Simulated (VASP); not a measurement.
Wanted: the native input for a VASP 6.6.1 run.

```
Task                   : single point
Functional             : PBE
Potentials or basis    : VASP PAW PBE potentials, release 64 (In_d, Sb)
Cutoff                 : 520 eV
k mesh                 : 12 × 12 × 12
Occupations            : gaussian, width 0.1 eV
Spin                   : no spin polarisation
Dipole correction      : no
Further INCAR settings : ALGO = Normal; EDIFF = 1e-06; NBANDS = 16
```

The structure of InSb lies in POSCAR:

```
InSb
1.0
    0.0000000000      3.0751386621      3.0751386621
    3.0751386621      0.0000000000      3.0751386621
    3.0751386621      3.0751386621      0.0000000000
In Sb
1 1
Direct
    0.0000000000      0.0000000000      0.0000000000
    0.5000000000      0.5000000000      0.5000000000
```

The input as run:

INCAR

```
PREC     = Accurate       # precision mode
ENCUT    = 520            # plane-wave cutoff, eV
EDIFF    = 1E-6           # SCF threshold, eV
ISMEAR   = 0              # smearing method
SIGMA    = 0.1            # smearing width, eV
LREAL    = False          # projectors in reciprocal space
LASPH    = True           # aspherical terms in the spheres
NELM     = 80             # most SCF steps
ALGO     = Normal         # electronic algorithm
ISIF     = 2              # what is computed and relaxed
LWAVE    = False          # write WAVECAR
LCHARG   = True           # write CHGCAR
GGA      = PE             # functional
LELF     = True           # ELF
LVHAR    = True         
NBANDS   = 16             # bands
```

KPOINTS

```
regular mesh
0
Gamma
  12 12 12
```

Potentials or basis: VASP PAW PBE potentials, release 64 (In_d, Sb).

Command:

```console
$ cat potpaw_PBE.64/In_d/POTCAR potpaw_PBE.64/Sb/POTCAR > POTCAR
$ mpirun -np 1 vasp_std > vasp.out
```

It gave:

```yaml
Pressure: 0.0 GPa
Band_gap_on_the_k_mesh: zero (band 9 reaches 7.14 eV, above the bottom of band 10 at 4.48 eV)
```

Caveat: spin-orbit coupling is left out, which moves the levels of the heavy elements.

Run time: 29 s on 1 thread of Intel Xeon 6975P-C, with other jobs on the host, peak memory 0.22 GiB.
